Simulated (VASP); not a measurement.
Runs of VASP 6.6.1 on ZnSe. The structure is that of space group F-43m (No. 216), or close to it. The cells are those of the table. 

```tsv
task	cell	cutoff (eV)	gap on the mesh (eV)	pressure (GPa)
single point	a = 4.068, b = 4.068, c = 4.008 Å, angles 60.5, 60.5, 59.0°, 2 atoms	520	1.13	0.5
relaxation of the atoms	atoms relaxed from a = 3.953 Å, angles 60.0°, 2 atoms	520	(b)	5.3
relaxation of the atoms	atoms relaxed from a = 3.988, b = 3.988, c = 4.008 Å, angles 59.8, 59.8, 60.3°, 2 atoms	450	1.31	3.0
relaxation of the atoms	atoms relaxed from a = 3.926 Å, angles 60.0°, 2 atoms	520	(a)	7.1
```

Alike in all rows: level PBE; potentials or basis VASP PAW PBE potentials, release 64 (Zn, Se); no spin polarisation; k mesh 13 × 13 × 13; smearing fermi-dirac 0.02 eV.

Task: Fill in the values left out.

Result: (a) 1.55; (b) 1.46.

Caveats: the relaxation stopped at its first step, so nothing moved (at least some runs).

A k mesh can miss the band edges, and the runs leave out spin-orbit coupling on Se.
